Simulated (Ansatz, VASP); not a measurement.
**One calculation of Cu, two programs**

```
Cu
1.0
    -1.14499    1.14499    1.14499
     1.14499   -1.14499    1.14499
     1.14499    1.14499   -1.14499
Cu
1
Direct
  0.00000 0.00000 0.00000
```

Change from the starting cell: volume scaled by 0.5, LAPW.

Alike in both runs: task single point; functional PBE; k mesh 18 × 18 × 18; occupations fermi-dirac, width 0.1 eV; no spin polarisation.

|  | VASP | Ansatz |
| --- | --- | --- |
| version | VASP 6.6.1 | Ansatz 0.2.0 |
| potentials or method | VASP PAW PBE potentials, release 64 (Cu), cutoff 520 eV | all-electron LAPW, scalar-relativistic |

|  | VASP | Ansatz | Ansatz less VASP |
| --- | --- | --- | --- |
| pressure (GPa) | 537.0 | 531.2 | -5.82 |

Both programs put the cell under a high pressure, so it lies far from rest at this level. Ansatz ran all-electron here, and VASP with PAW potentials.

Noted on VASP's run: the cell as given lies far from equilibrium.
